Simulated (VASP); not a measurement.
# MgCd2S3 (P-3m1) in VASP: a series of runs, part 2 of 2

VASP 6.6.1.

## (3) Single point, PBE

This run uses another cell than the first one, of 25.23 Å³/atom.

The input, INCAR:

```
SYSTEM = MgCd2S3
  PREC = Accurate
  ENCUT = 520
  EDIFF = 1E-6
  ISMEAR = 0
  SIGMA = 0.1
  LREAL = .FALSE.
  LASPH = .TRUE.
  NELM = 80
  ALGO = Normal
  ISIF = 2
  LWAVE = .FALSE.
  LCHARG = .FALSE.
  GGA = PE
  NBANDS = 31
```

The input, KPOINTS:

```
regular mesh
0
G
  6 6 2
  0 0 0
```

The input, POSCAR:

```
MgCd2S3
1.0
    4.7692145100      0.0000000000      0.0000000000
   -2.3846072600      4.1302609200      0.0000000000
    0.0000000000      0.0000000000      7.6854040800
Mg Cd S
1 2 3
Direct
    0.0000000000      0.0000000000      0.0000000000
    0.3333333300      0.6666666700      0.2586412700
    0.6666666700      0.3333333300      0.7413587300
    0.0000000000      0.0000000000      0.5000000000
    0.6666666700      0.3333333300      0.3570564700
    0.3333333300      0.6666666700      0.6429435300
```

Potentials or basis: VASP PAW PBE potentials, release 64 (Mg, Cd, S).

Command:

```
$ cat potpaw_PBE.64/Mg/POTCAR potpaw_PBE.64/Cd/POTCAR potpaw_PBE.64/S/POTCAR > POTCAR
$ mpirun -np 1 vasp_std > vasp.out
```

It took 42 s on 1 thread of AMD EPYC 9R45 (Zen 5), shared host; peak memory 0.26 GiB.

Results (log left out):

```
Free energy            : -13.2859 eV
Pressure               : -5.3 GPa
Largest force          : 1.006 eV/Å
Band gap on the k mesh : zero (bands 22 and 23 overlap by 0.52 eV)
```

Forces in eV/Å, atoms in the order of the input:
```
Mg   0.000  0.000  0.000
Cd   0.000  0.000  0.412
Cd   0.000  0.000 -0.412
S    0.000  0.000  0.000
S    0.000  0.000 -1.006
S    0.000  0.000  1.006
```

Stress tensor (GPa, compression positive):
```
-6.15  0.00  0.00
 0.00 -6.15  0.00
 0.00  0.00 -3.46
```

Levels at points of the mesh, in eV from the Fermi level:
| k point | band 19 | band 20 | band 21 | band 22 | band 23 | band 24 | band 25 | band 26 |
| --- | --- | --- | --- | --- | --- | --- | --- | --- |
| (0.00, 0.00, 0.00) | -2.42 | -1.42 | -1.29 | -0.23 | -0.23 | 1.53 | 2.83 | 4.08 |
| (0.50, 0.00, 0.00) | -1.92 | -1.80 | -0.05 | 0.19 | 0.47 | 0.88 | 1.19 | 3.35 |
| (0.00, 0.00, 0.50) | -2.40 | -1.66 | -0.71 | -0.55 | -0.28 | -0.28 | 3.13 | 3.53 |
| (0.50, 0.00, 0.50) | -1.70 | -1.18 | -0.80 | -0.18 | 0.56 | 0.59 | 1.71 | 2.86 |

Caveat: the k points lie up to 0.41 Å⁻¹ apart, too coarse for converged energies and pressures of a metal; semilocal functionals underestimate gaps, and a narrow one can read as zero; forces of over 1 eV/Å act on the atoms, so gaps and moduli don't describe the material at rest.

## (4) Single point, PBE

This run uses another cell than the first one: it holds 12 atoms, not 6.

The input, INCAR:

```
SYSTEM = MgCd2S3
PREC = Accurate
ENCUT = 520
EDIFF = 1E-6
ISMEAR = 0
SIGMA = 0.1
LREAL = .FALSE.
LASPH = .TRUE.
NELM = 60
ALGO = Normal
ISIF = 2
LWAVE = .FALSE.
LCHARG = .FALSE.
GGA = PE
NBANDS = 56
```

The input, KPOINTS:

```
Automatic mesh
0
G
  6 6 1
  0 0 0
```

The input, POSCAR:

```
MgCd2S3
1.0
    3.8265591420      0.0000000000      0.0000000000
   -1.9132795710      3.3138974260      0.0000000000
    0.0000000000      0.0000000000     18.7617271002
Mg Cd S
2 4 6
Direct
    1.0000000000      0.0000000000      0.0000000000
    0.0000000000      1.0000000000      0.5000000000
    0.3333333333      0.6666666667      0.1644103219
    0.3333333333      0.6666666667      0.6644103219
    0.6666666667      0.3333333333      0.3355896781
    0.6666666667      0.3333333333      0.8355896781
    0.0000000000      0.0000000000      0.2500000000
    0.0000000000      0.0000000000      0.7500000000
    0.6666666667      0.3333333333      0.0779401719
    0.6666666667      0.3333333333      0.5779401719
    0.3333333333      0.6666666667      0.4220598281
    0.3333333333      0.6666666667      0.9220598281
```

Command:

```
$ cat potpaw_PBE.64/Mg/POTCAR potpaw_PBE.64/Cd/POTCAR potpaw_PBE.64/S/POTCAR > POTCAR
$ mpirun -np 1 vasp_std > vasp.out
```

Wall time 65 s (1 thread of AMD EPYC 9R45 (Zen 5), shared host); peak memory 0.32 GiB.

It converged, with:

- Free energy: -40.3174 eV
- Pressure: 0.2 GPa
- Largest force: 0.047 eV/Å
- Band gap on the k mesh: 0.90 eV

Forces in eV/Å, atoms in the order of the input:
```
Mg   0.000  0.000  0.000
Mg   0.000  0.000  0.000
Cd   0.000  0.000 -0.004
Cd   0.000  0.000 -0.004
Cd   0.000  0.000  0.004
Cd   0.000  0.000  0.004
S    0.000  0.000  0.000
S    0.000  0.000  0.000
S    0.000  0.000 -0.047
S    0.000  0.000 -0.047
S    0.000  0.000  0.047
S    0.000  0.000  0.047
```

Levels at points of the mesh, in eV from the valence-band top:
| k point | band 42 | band 43 | band 44 | band 45 | band 46 | band 47 |
| --- | --- | --- | --- | --- | --- | --- |
| (0.00, 0.00, 0.00) | -0.08 | 0.00 | 0.00 | 1.58 | 2.88 | 3.38 |
| (0.50, 0.00, 0.00) | -0.54 | -0.17 | -0.13 | 0.90 | 1.81 | 2.58 |

A k mesh can miss the band edges.

## (5) Relaxation of cell and atoms, PBE

This run uses another cell than the first one, of 25.23 Å³/atom.

The input, INCAR:

```
SYSTEM = MgCd2S3
ALGO     = Normal         ! electronic algorithm
EDIFF    = 1E-7           ! SCF threshold, eV
EDIFFG   = -0.04          ! ionic threshold
ENCUT    = 600            ! plane-wave cutoff, eV
GGA      = PE             ! functional
IBRION   = 2              ! ionic algorithm
ISIF     = 3              ! what is computed and relaxed
ISMEAR   = 0              ! smearing method
LASPH    = .True.         ! aspherical terms in the spheres
LCHARG   = .False.        ! write CHGCAR
LREAL    = .False.        ! projectors in reciprocal space
LWAVE    = .False.        ! write WAVECAR
NELM     = 80             ! most SCF steps
NSW      = 90             ! ionic steps
PREC     = Accurate       ! precision mode
SIGMA    = 0.1            ! smearing width, eV
```

The input, KPOINTS:

```
k-points
0
Gamma
  6 6 2
  0 0 0
```

The input, POSCAR:

```
MgCd2S3
1.0
    4.7692145100      0.0000000000      0.0000000000
   -2.3846072600      4.1302609200      0.0000000000
    0.0000000000      0.0000000000      7.6854040800
Mg Cd S
1 2 3
Direct
    0.0000000000      0.0000000000      0.0000000000
    0.3333333300      0.6666666700      0.2586412700
    0.6666666700      0.3333333300      0.7413587300
    0.0000000000      0.0000000000      0.5000000000
    0.6666666700      0.3333333300      0.3570564700
    0.3333333300      0.6666666700      0.6429435300
```

Command:

```
$ cat potpaw_PBE.64/Mg/POTCAR potpaw_PBE.64/Cd/POTCAR potpaw_PBE.64/S/POTCAR > POTCAR
$ mpirun -np 1 vasp_std > vasp.out
```

Run time: 17 min. Hardware: 1 thread of AMD EPYC 9R45 (Zen 5), shared host; peak memory 0.35 GiB.

The run converged. Its results:

```yaml
Free_energy: -20.1588 eV
Relaxed_volume: 19.88 Å³/atom
Relaxed_cell: a = 3.830 Å, b = 3.830 Å, c = 9.388 Å, α = 90.00°, β = 90.00°, γ = 120.00°
Space_group_after_relaxing_to_0.1_Å: P-3m1 (No. 164)
Pressure_after_relaxing: 0.0 GPa
Largest_force_after_relaxing: 0.025 eV/Å
Band_gap_on_the_k_mesh: 0.90 eV (least direct gap 1.44 eV)
```

Forces in eV/Å, atoms in the order of the input:
```
Mg   0.000  0.000  0.000
Cd   0.000  0.000  0.023
Cd   0.000  0.000 -0.023
S    0.000  0.000  0.000
S    0.000  0.000  0.025
S    0.000  0.000 -0.025
```

Stress tensor (GPa, compression positive):
```
-0.01  0.00  0.00
 0.00 -0.01  0.00
 0.00  0.00 -0.10
```

Final structure:
```yaml
crystal:
  lattice:
    - [3.82978, 0.00000, 0.00000]
    - [-1.91489, 3.31669, 0.00000]
    - [0.00000, 0.00000, 9.38821]
  atoms:
    - { symbol: Mg, position: [0.00000, 0.00000, 0.00000] }
    - { symbol: Cd, position: [0.33333, 0.66667, 0.32807] }
    - { symbol: Cd, position: [0.66667, 0.33333, 0.67193] }
    - { symbol: S, position: [0.00000, 0.00000, 0.50000] }
    - { symbol: S, position: [0.66667, 0.33333, 0.15466] }
    - { symbol: S, position: [0.33333, 0.66667, 0.84534] }
```

Levels at points of the mesh, in eV from the valence-band top:
| k point | band 19 | band 20 | band 21 | band 22 | band 23 | band 24 | band 25 | band 26 |
| --- | --- | --- | --- | --- | --- | --- | --- | --- |
| (0.00, 0.00, 0.00) | -0.49 | -0.49 | 0.00 | 0.00 | 1.56 | 3.97 | 4.02 | 6.75 |
| (0.50, 0.00, 0.00) | -1.43 | -1.06 | -0.92 | -0.54 | 0.90 | 3.97 | 4.24 | 5.25 |
| (0.00, 0.00, 0.50) | -0.31 | -0.31 | -0.08 | -0.08 | 2.86 | 3.36 | 3.85 | 6.21 |
| (0.50, 0.00, 0.50) | -1.62 | -1.57 | -0.17 | -0.13 | 1.80 | 2.57 | 3.78 | 5.69 |

Caveat: the volume moved by over 15 % at a fixed basis, so the end points are rough. A k mesh can miss the band edges.

## (6) Single point, PBE

The input, INCAR:

```
SYSTEM = MgCd2S3
ALGO = Normal
EDIFF = 1E-6
ENCUT = 520
GGA = PE
ISIF = 2
ISMEAR = 0
LASPH = .TRUE.
LCHARG = .TRUE.
LELF = .TRUE.
LREAL = .FALSE.
LVHAR = .TRUE.
LWAVE = .FALSE.
NBANDS = 31
NELM = 80
PREC = Accurate
SIGMA = 0.02
```

The input, KPOINTS:

```
k-points
0
G
  12 12 4
  0 0 0
```

The input, POSCAR:

```
MgCd2S3
1.0
    3.8265591420      0.0000000000      0.0000000000
   -1.9132795710      3.3138974260      0.0000000000
    0.0000000000      0.0000000000      9.3808635501
Mg Cd S
1 2 3
Direct
    0.0000000000      0.0000000000      0.0000000000
    0.3333333333      0.6666666667      0.3288206439
    0.6666666667      0.3333333333      0.6711793561
    0.0000000000      0.0000000000      0.5000000000
    0.6666666667      0.3333333333      0.1558803438
    0.3333333333      0.6666666667      0.8441196562
```

Potentials or basis: VASP PAW PBE potentials, release 64 (Mg, Cd, S).

Command:

```
$ cat potpaw_PBE.64/Mg/POTCAR potpaw_PBE.64/Cd/POTCAR potpaw_PBE.64/S/POTCAR > POTCAR
$ mpirun -np 1 vasp_std > vasp.out
```

Run time: 2.1 min. Hardware: 1 thread of AMD EPYC 9R45 (Zen 5), shared host; peak memory 0.34 GiB.

Results (log left out):

| Property | Result |
| --- | --- |
| Free energy | -20.1680 eV |
| Pressure | 0.2 GPa |
| Largest force | 0.047 eV/Å |
| Band gap on the k mesh | 0.91 eV (least direct gap 1.45 eV) |

Forces in eV/Å, atoms in the order of the input:
```
Mg   0.000  0.000  0.000
Cd   0.000  0.000 -0.004
Cd   0.000  0.000  0.004
S    0.000  0.000  0.000
S    0.000  0.000 -0.047
S    0.000  0.000  0.047
```

Levels at points of the mesh, in eV from the valence-band top:
| k point | band 18 | band 19 | band 20 | band 21 | band 22 | band 23 | band 24 | band 25 | band 26 | band 27 |
| --- | --- | --- | --- | --- | --- | --- | --- | --- | --- | --- |
| (0.00, 0.00, 0.00) | -0.50 | -0.50 | -0.50 | 0.00 | 0.00 | 1.59 | 3.97 | 4.03 | 6.72 | 6.74 |
| (0.50, 0.00, 0.00) | -1.94 | -1.44 | -1.05 | -0.92 | -0.54 | 0.91 | 3.99 | 4.24 | 5.28 | 5.65 |
| (0.00, 0.00, 0.50) | -0.74 | -0.31 | -0.31 | -0.08 | -0.08 | 2.88 | 3.38 | 3.85 | 6.22 | 6.22 |
| (0.50, 0.00, 0.50) | -2.32 | -1.64 | -1.55 | -0.17 | -0.13 | 1.81 | 2.58 | 3.78 | 5.69 | 6.18 |

## (7) The runs side by side

```tsv
task	cell	k mesh	cutoff (eV)	smearing	gap on the mesh (eV)	pressure (GPa)	largest force (eV/Å)
single point	a = 3.829, b = 3.829, c = 9.367 Å, angles 90.0, 90.0, 120.0°, 6 atoms, atomic positions A	6 × 6 × 2	520	gaussian 0.1 eV	0.91	0.2	0.05
single point	a = 4.769, b = 4.769, c = 7.685 Å, angles 90.0, 90.0, 120.0°, 6 atoms, atomic positions B	6 × 6 × 2	520	gaussian 0.1 eV	none	-5.3	1.01
single point	a = 3.827, b = 3.827, c = 18.762 Å, angles 90.0, 90.0, 120.0°, 12 atoms, atomic positions C	6 × 6 × 1	520	gaussian 0.1 eV	0.90	0.2	0.05
relaxation of cell and atoms	relaxed from a = 4.769, b = 4.769, c = 7.685 Å, angles 90.0, 90.0, 120.0°, 6 atoms, atomic positions B	6 × 6 × 2	600	gaussian 0.1 eV	0.90	0.0	0.03
single point	a = 3.827, b = 3.827, c = 9.381 Å, angles 90.0, 90.0, 120.0°, 6 atoms, atomic positions A	12 × 12 × 4	520	gaussian 0.02 eV	0.91	0.2	0.05
```

Alike in all rows: level PBE; potentials or basis VASP PAW PBE potentials, release 64 (Mg, Cd, S); no spin polarisation.

Caveats: some runs use coarse meshes; semilocal functionals underestimate gaps, and a narrow one can read as zero (at least some runs); forces of over 1 eV/Å act on the atoms, so gaps and moduli don't describe the material at rest (at least some runs); the volume moved by over 15 % at a fixed basis, so the end points are rough (at least some runs).

Absolute energies hang on the potentials; compare differences alone.
